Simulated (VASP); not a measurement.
Input of a VASP 6.6.1 run:

The input INCAR:

```
SYSTEM = PC4
ALGO     = Normal         ! electronic algorithm
EDIFF    = 1E-7           ! SCF threshold, eV
EDIFFG   = -0.04          ! ionic threshold
ENCUT    = 600            ! plane-wave cutoff, eV
GGA      = PE             ! functional
IBRION   = 2              ! ionic algorithm
ISIF     = 3              ! what is computed and relaxed
ISMEAR   = 0              ! smearing method
LASPH    = .TRUE.         ! aspherical terms in the spheres
LCHARG   = .FALSE.        ! write CHGCAR
LREAL    = .FALSE.        ! projectors in reciprocal space
LWAVE    = .FALSE.        ! write WAVECAR
NELM     = 80             ! most SCF steps
NSW      = 90             ! ionic steps
PREC     = Accurate       ! precision mode
SIGMA    = 0.1            ! smearing width, eV
```

The input KPOINTS:

```
k-points
0
G
  6 6 6
  0 0 0
```

File POSCAR:

```
PC4
1.0
   -2.5745466700      2.5745466700      2.5745466700
    2.5745466700     -2.5745466700      2.5745466700
    2.5745466700      2.5745466700     -2.5745466700
P C
1 4
Direct
    0.0000000000      0.0000000000      0.0000000000
    0.0000000000      0.0000000000      0.5000000000
    0.5000000000      0.0000000000      0.0000000000
    0.5000000000      0.5000000000      0.5000000000
    0.0000000000      0.5000000000      0.0000000000
```

Potentials or basis: VASP PAW PBE potentials, release 64 (P, C).

Launch:

```console
$ cat potpaw_PBE.64/P/POTCAR potpaw_PBE.64/C/POTCAR > POTCAR
$ mpirun -np 1 vasp_std > vasp.out
```

Question: Estimate the relaxed cell.

Answer: a = 3.761 Å, b = 3.761 Å, c = 3.761 Å, α = 109.47°, β = 109.47°, γ = 109.47°.

Question: Predict the space group after relaxing (to 0.05 Å).

Answer: Im-3m (No. 229).

Final structure:
```
P C
1.0
    -2.17145    2.17145    2.17145
     2.17145   -2.17145    2.17145
     2.17145    2.17145   -2.17145
P C
1 4
Direct
  0.00000 0.00000 0.00000
  0.00000 0.00000 0.50000
  0.50000 0.00000 0.00000
  0.50000 0.50000 0.50000
  0.00000 0.50000 0.00000
```
